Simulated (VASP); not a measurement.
A run of VASP 6.6.1:

File INCAR:

```
PREC = Accurate
ENCUT = 520
EDIFF = 1E-7
ISMEAR = 0
SIGMA = 0.05
LREAL = F
LASPH = T
NELM = 80
ALGO = Normal
ISIF = 2
LWAVE = F
LCHARG = T
GGA = CA
LELF = T
LVHAR = T
NBANDS = 16
```

KPOINTS

```
regular mesh
0
Gamma
  6 6 6
```

POSCAR

```
MgO
1.0
    3.5473894753      0.0000000000      0.0000000000
   -1.7736947377      3.0192917963      0.0000000000
    0.0000000000      0.0000000000      4.1780412200
Mg O
2 2
Direct
    0.6666666667      0.3333333333      0.7500000000
    0.3333333333      0.6666666667      0.2500000000
    0.6666666667      0.3333333333      0.2500000000
    0.3333333333      0.6666666667      0.7500000000
```

Potentials or basis: VASP PAW LDA potentials, release 64 (Mg, O).

Run with:

```sh
$ cat potpaw_LDA.64/Mg/POTCAR potpaw_LDA.64/O/POTCAR > POTCAR
$ mpirun -np 1 vasp_std > vasp.out
```

Hardware: 1 thread of Intel Xeon 6975P-C, on a shared host.

Q: How long does it take, and how much memory?

A: It took 60 s on 1 thread of Intel Xeon 6975P-C (shared host), peak memory 0.17 GiB. Counts: scf iterations 14, k points 52.
